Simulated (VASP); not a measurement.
Input of a VASP 6.6.1 run:

INCAR

```
SYSTEM = Ru
PREC = Accurate ; ENCUT = 520
EDIFF = 1E-6 ; ISMEAR = -1
SIGMA = 0.05 ; LREAL = .False.
LASPH = .True. ; NELM = 150
ALGO = Normal ; ISIF = 2
LWAVE = .False. ; LCHARG = .False.
ISPIN = 2 ; MAGMOM = 1
LORBIT = 11 ; LMAXMIX = 4
GGA = PE ; NBANDS = 17
```

File KPOINTS:

```
regular mesh
0
Gamma
  24 24 24
  0 0 0
```

The input POSCAR:

```
Ru
1.0
   -1.5853379298      1.5853379298      1.5853379298
    1.5853379298     -1.5853379298      1.5853379298
    1.5853379298      1.5853379298     -1.5853379298
Ru
1
Direct
    0.0000000000      0.0000000000      0.0000000000
```

Potentials or basis: VASP PAW PBE potentials, release 64 (Ru_pv).

Command:

```sh
$ cat potpaw_PBE.64/Ru_pv/POTCAR > POTCAR
$ mpirun -np 1 vasp_std > vasp.out
```

Estimate the site moments.

Ru +1.09 μB.

What does it give for the pressure?

-19.3 GPa.

Predict the net moment.

1.10 μB per cell.

Caveat: the cell stands under tension.
